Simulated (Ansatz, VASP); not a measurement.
# One calculation of BiTe, two programs

```
Bi Te
1.0
     0.00000    3.20058    3.20058
     3.20058    0.00000    3.20058
     3.20058    3.20058    0.00000
Bi Te
1 1
Direct
  0.00000 0.00000 0.00000
  0.50000 0.50000 0.50000
```

Alike in both runs: functional PBEsol; k mesh 12 × 12 × 12; occupations fermi-dirac, width 0.15 eV; no spin polarisation.

Ansatz relaxed the structure, and its values are those at the end. VASP's run is a single point on that final structure, the one shown.

|  | VASP | Ansatz |
| --- | --- | --- |
| version | VASP 6.6.1 | Ansatz 0.2.0 |
| potentials or method | VASP PAW PBE potentials, release 64 (Bi_d, Te), cutoff 520 eV | scalar-relativistic, plane waves, PAW |
| valence electrons in the cell | 21 | 31 |

```tsv
	VASP	Ansatz	Ansatz less VASP
gap on the k mesh at the Fermi level (eV)	none	none	-
pressure (GPa)	0.0	0.0	+0.01
```

VASP's potentials were made for PBE, not for PBEsol. A gap of «none» marks a metal or a gap that the smearing closes. With one functional, cell and mesh, what is left measures potentials, basis and numerics. VASP's potentials hold 21 valence electrons a cell and Ansatz's 31, so a difference there can come from the potentials and not from the codes.

Neither program's run includes spin-orbit coupling.
